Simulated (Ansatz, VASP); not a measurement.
# Two plane-wave programs on SnSe2

```
Sn Se
1.0
     3.84190    0.00000    0.00000
    -1.92095    3.32718    0.00000
     0.00000    0.00000    6.48588
Sn Se
1 2
Direct
  0.00000 0.00000 0.00000
  0.66667 0.33333 0.75710
  0.33333 0.66667 0.24290
```

Alike in both runs: task relaxation of cell and atoms; functional PBEsol; k mesh 9 × 9 × 4; occupations gaussian, width 0.02 eV; no spin polarisation.

|  | VASP | Ansatz |
| --- | --- | --- |
| version | VASP 6.6.1 | Ansatz 0.2.0 |
| potentials or method | VASP PAW PBE potentials, release 64 (Sn_d, Se), cutoff 500 eV | scalar-relativistic, plane waves, PAW |
| valence electrons in the cell | 26 | 46 |

```tsv
	VASP	Ansatz	Ansatz less VASP
gap on the k mesh at the Fermi level, each at its own relaxed structure (eV)	0.59	0.61	+0.013
relaxed volume (Å³/atom)	25.88	25.88	-0.004
relaxed length of the cell vector where the two differ most in proportion (Å)	6.145	6.150	+0.0049
```

VASP's potentials were made for PBE, not for PBEsol, and Ansatz warns of the same on its side. VASP's potentials hold 26 valence electrons a cell and Ansatz's 46, so a difference there can come from the potentials and not from the codes.
